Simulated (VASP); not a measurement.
Lu: single point with LDA

The system is Lu.

```
Lu
1.0
     3.35682    0.00000    0.00000
    -1.67841    2.90709    0.00000
     0.00000    0.00000    5.31912
Lu
2
Direct
  0.33333 0.66667 0.25000
  0.66667 0.33333 0.75000
```

| Property | Result |
| --- | --- |
| Program | VASP 6.6.1 |
| Task | single point |
| Functional | LDA |
| Potentials or basis | VASP PAW PBE potentials, release 64 (Lu) |
| Cutoff | 520 eV |
| k mesh | 14 × 14 × 8 |
| Occupations | gaussian, width 0.1 eV |
| Spin | no spin polarisation |
| Dipole correction | no |
| Further INCAR settings | ALGO = Normal; EDIFF = 1e-06; NBANDS = 32 |

```
Pressure               : 0.2 GPa
Band gap on the k mesh : zero (bands 25 and 26 overlap by 1.74 eV)
```

Stress tensor (GPa, compression positive):
```
 0.82  0.00  0.00
 0.00  0.82  0.00
 0.00  0.00 -1.03
```

Levels at points of the mesh, in eV from the Fermi level:
```csv
k point,band 21,band 22,band 23,band 24,band 25,band 26,band 27,band 28,band 29,band 30
"(0.00, 0.00, 0.00)",-4.75,-4.72,-4.72,-2.67,1.09,2.20,2.20,2.52,3.00,3.00
"(0.50, 0.00, 0.00)",-4.75,-4.73,-2.39,-1.62,-1.09,-0.09,1.72,1.88,2.53,6.78
"(0.00, 0.00, 0.50)",-4.72,-4.72,-4.45,-4.45,1.15,1.15,2.12,2.12,2.12,2.12
"(0.50, 0.00, 0.50)",-4.75,-4.75,-2.32,-2.32,0.06,0.06,1.72,1.72,3.60,3.60
```

Wall time 5.6 min on 1 thread of Intel Xeon 8259CL, with other jobs on the host, peak memory 0.28 GiB.

Caveat: the PAW data sets were made with another functional, which shifts forces and pressure a little; spin-orbit coupling is left out, which moves the levels of the heavy elements.
